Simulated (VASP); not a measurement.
KF: single point with r2SCAN

The system is KF.

```
K F
1.0
     3.65993    0.00000    0.00000
    -1.82997    3.16960    0.00000
     0.00000    0.00000    6.47881
K F
2 2
Direct
  0.00000 0.00000 0.00000
  0.00000 0.00000 0.50000
  0.33333 0.66667 0.25000
  0.66667 0.33333 0.75000
```

```json
{
  "Program": "VASP 6.6.1",
  "Task": "single point",
  "Functional": "r2SCAN",
  "Potentials or basis": "VASP PAW PBE potentials, release 64 (K_sv, F)",
  "Cutoff": "520 eV",
  "k mesh": "6 × 6 × 4",
  "Occupations": "gaussian, width 0.01 eV",
  "Spin": "no spin polarisation"
}
```

The pressure is 0.0 GPa and the band gap on the k mesh is 6.87 eV.

Levels at points of the mesh, in eV from the valence-band top:
```csv
k point,band 14,band 15,band 16,band 17,band 18,band 19
"(0.00, 0.00, 0.00)",-0.08,0.00,0.00,6.87,9.79,10.12
"(0.50, 0.00, 0.00)",-0.25,-0.13,-0.05,8.80,10.46,10.72
"(0.00, 0.00, 0.50)",-0.14,-0.14,-0.14,8.17,8.17,10.91
"(0.50, 0.00, 0.50)",-0.29,-0.20,-0.20,9.46,9.46,11.35
```

Run time: 2.8 min on 1 thread of Intel Xeon 8259CL, on a shared host, peak memory 0.21 GiB.

Caveat: the PAW data sets were made with another functional, which shifts forces and pressure a little. A k mesh can miss the band edges.
